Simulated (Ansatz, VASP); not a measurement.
## One calculation of SnCl3, two programs

File INCAR:

```
SYSTEM = SnCl3
ALGO = Normal ; EDIFF = 1E-6
ENCUT = 520 ; GGA = PE
ISIF = 2 ; ISMEAR = 0
LASPH = .TRUE. ; LCHARG = .FALSE.
LREAL = .FALSE. ; LWAVE = .FALSE.
NBANDS = 26 ; NELM = 80
PREC = Accurate ; SIGMA = 0.1
```

The input KPOINTS:

```
k-points
0
G
  10 10 10
  0 0 0
```

POSCAR

```
SnCl3
1.0
    5.0597536910      0.0000000000      0.0000000000
    0.0000000000      5.0597536910      0.0000000000
    0.0000000000      0.0000000000      5.0597536910
Sn Cl
1 3
Direct
    0.5000000000      0.5000000000      0.5000000000
    0.0000000000      0.5000000000      0.5000000000
    0.5000000000      0.0000000000      0.5000000000
    0.5000000000      0.5000000000      0.0000000000
```

Input for Ansatz:

```yaml
crystal:
  lattice:
    - [5.059753691, 0.0, 0.0]
    - [0.0, 5.059753691, 0.0]
    - [0.0, 0.0, 5.059753691]
  atoms:
    - { symbol: Sn, position: [0.5, 0.5, 0.5] }
    - { symbol: Cl, position: [0.0, 0.5, 0.5] }
    - { symbol: Cl, position: [0.5, 0.0, 0.5] }
    - { symbol: Cl, position: [0.5, 0.5, 0.0] }
basis:
  ecutwfc: 420
kpoints:
  mp_grid: { grid: [10, 10, 10] }
hamiltonian:
  xc: pbe
scf:
  occupations: { method: gaussian, width: 0.1 }
output:
  forces: true
  stress: true
  eigenvalues: true
  write_density: true
  write_potential: true
  elf: true
  volumetric_format: npy
```

Alike in both runs: task single point; functional PBE; k mesh 10 × 10 × 10; occupations gaussian, width 0.1 eV; no spin polarisation.

|  | VASP | Ansatz |
| --- | --- | --- |
| version | VASP 6.6.1 | Ansatz 0.2.0 |
| potentials or method | VASP PAW PBE potentials, release 64 (Sn_d, Cl), cutoff 520 eV | scalar-relativistic, plane waves, PAW |
| valence electrons in the cell | 35 | 35 |

```tsv
	VASP	Ansatz	Ansatz less VASP
gap on the k mesh at the Fermi level (eV)	none	none	-
pressure (GPa)	3.8	3.8	+0.06
```

A gap of «none» marks a metal or a gap that the smearing closes. The functional is the same, so the differences come from potentials, cutoffs and numerics. Ansatz's warnings: xc potential rough in thin density.
